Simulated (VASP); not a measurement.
Wanted: the native input for a VASP 6.6.1 run.

```yaml
Task: single point
Functional: PBE
Potentials_or_basis: VASP PAW PBE potentials, release 64 (C)
Cutoff: 520 eV
k_mesh: 18 × 18 × 18
Occupations: fermi-dirac, width 0.05 eV
Spin: no spin polarisation
Dipole_correction: no
Further_INCAR_settings: ALGO = Normal; EDIFF = 1e-07; NBANDS = 11
```

The structure of C lies in POSCAR:

```
C
1.0
    0.0000000000      2.0982532328      3.3027512099
    1.2114033709      0.0000000000      3.3027512099
    1.2114033709      2.0982532328      0.0000000000
C
2
Direct
    0.1666700000      0.8333300000      0.1666700000
    0.8333300000      0.1666700000      0.8333300000
```

One way to write it, as run:

INCAR

```
PREC = Accurate ; ENCUT = 520
EDIFF = 1E-7 ; ISMEAR = -1
SIGMA = 0.05 ; LREAL = F
LASPH = T ; NELM = 60
ALGO = Normal ; ISIF = 2
LWAVE = F ; LCHARG = T
GGA = PE ; LELF = T
LVHAR = T ; NBANDS = 11
```

KPOINTS

```
Automatic mesh
0
Gamma
  18 18 18
```

Potentials or basis: VASP PAW PBE potentials, release 64 (C).

Command:

```bash
$ cat potpaw_PBE.64/C/POTCAR > POTCAR
$ mpirun -np 1 vasp_std > vasp.out
```

It gave:

```yaml
Pressure: 17.8 GPa
Largest_force: 0.004 eV/Å
```

Caveat: the cell stands under pressure; this functional lacks dispersion, which binds the layers, so the pressure and a relaxed spacing across them are unreliable.

It took 2.1 min on 1 thread of AMD EPYC 9R45 96-Core Processor (Zen 5), on a shared host, peak memory 0.21 GiB.
